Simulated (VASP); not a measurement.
A run of VASP 6.6.1:

INCAR

```
SYSTEM = La
PREC = Accurate ; ENCUT = 520
EDIFF = 1E-6 ; ISMEAR = -1
SIGMA = 0.1 ; LREAL = .False.
LASPH = .True. ; NELM = 80
ALGO = Normal ; ISIF = 2
LWAVE = .False. ; LCHARG = .False.
GGA = PS ; NBANDS = 30
```

KPOINTS

```
Automatic mesh
0
Gamma
  13 13 4
  0 0 0
```

Contents of POSCAR:

```
La
1.0
    3.5122899927      0.0000000000      0.0000000000
   -1.7561449963      3.0417323592      0.0000000000
    0.0000000000      0.0000000000     11.2662146870
La
4
Direct
    0.0000000000      0.0000000000      1.0000000000
    1.0000000000      0.0000000000      0.5000000000
    0.3333333333      0.6666666667      0.7500000000
    0.6666666667      0.3333333333      0.2500000000
```

Potentials or basis: VASP PAW PBE potentials, release 64 (La).

The run is started by

```bash
$ cat potpaw_PBE.64/La/POTCAR > POTCAR
$ mpirun -np 1 vasp_std > vasp.out
```

Hardware: 1 thread of Intel(R) Xeon(R) 6975P-C (Granite Rapids) (shared host).

Problem. How long does it take, and how much memory?

Solution. It took 2.4 min on 1 thread of Intel(R) Xeon(R) 6975P-C (Granite Rapids), with other jobs on the host, peak memory 0.36 GiB. Counts: scf iterations 15, k points 63.
